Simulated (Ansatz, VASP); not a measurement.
## Rb2NbP2: VASP beside Ansatz

```xyz
5
Lattice="-1.9888 1.9888 7.1638 1.9888 -1.9888 7.1638 1.9888 1.9888 -7.1638" Properties=species:S:1:pos:R:3 pbc="T T T"
Rb    1.9888    0.0000    3.5819
Rb    0.0000    1.9888    3.5819
Nb    0.0000    0.0000    0.0000
P     0.0000    0.0000    8.2395
P     0.0000    0.0000    6.0881
```

Alike in both runs: functional PBE; k mesh 6 × 6 × 6; occupations gaussian, width 0.1 eV; no spin polarisation.

Ansatz relaxed the structure, and its values are those at the end. VASP's run is a single point on that final structure, the one shown.

|  | VASP | Ansatz |
| --- | --- | --- |
| version | VASP 6.6.1 | Ansatz 0.2.0 |
| potentials or method | VASP PAW PBE potentials, release 64 (Rb_sv, Nb_sv, P), cutoff 520 eV | scalar-relativistic, plane waves, PAW |
| valence electrons in the cell | 41 | 41 |

VASP gave:

| Quantity | Value |
| --- | --- |
| gap on the k mesh at the Fermi level (eV) | none |
| pressure (GPa) | 0.3 |
| rms of the force components (eV/Å) | 0.018 |

Problem. Which values does Ansatz return?

Solution. gap on the k mesh at the Fermi level (eV): none; pressure (GPa): 0.1; rms of the force components (eV/Å): 0.010.

A gap of «none» marks a metal or a gap that the smearing closes. The functional is the same, so the differences come from potentials, cutoffs and numerics.

The k mesh is coarse, so the values compare programs but aren't converged.
